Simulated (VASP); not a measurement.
A run of VASP 6.6.1 is set up as follows.

File INCAR:

```
SYSTEM = Pt
  ALGO = Fast
  EDIFF = 1E-6
  ENCUT = 520
  GGA = PS
  ISIF = 2
  ISMEAR = 0
  LASPH = .TRUE.
  LCHARG = .FALSE.
  LREAL = .FALSE.
  LWAVE = .FALSE.
  NBANDS = 11
  NELM = 60
  PREC = Accurate
  SIGMA = 0.15
```

Contents of KPOINTS:

```
k-points
0
G
  26 26 26
  0 0 0
```

POSCAR

```
Pt
1.0
   -1.5838776602      1.5838776602      1.5136564832
    1.5838776602     -1.5838776602      1.5136564832
    1.5838776602      1.5838776602     -1.5136564832
Pt
1
Direct
    0.0000000000      0.0000000000      0.0000000000
```

Potentials or basis: VASP PAW PBE potentials, release 64 (Pt).

Command:

```sh
$ cat potpaw_PBE.64/Pt/POTCAR > POTCAR
$ mpirun -np 1 vasp_std > vasp.out
```

Task: Estimate the band gap on the k mesh.

Result: Zero (band 5 reaches 11.85 eV, above the bottom of band 6 at 9.57 eV).

Task: Estimate the pressure.

Result: -0.2 GPa.

Stress tensor (GPa, compression positive):
```
 1.42  0.00  0.00
 0.00  1.42  0.00
 0.00  0.00 -3.34
```

Caveat: the cell differs from its parent crystal (strain +0.015 along x and y, -0.030 along z); the PAW data sets were made with another functional, which shifts forces and pressure a little; spin-orbit coupling is left out, which moves the levels of the heavy elements.
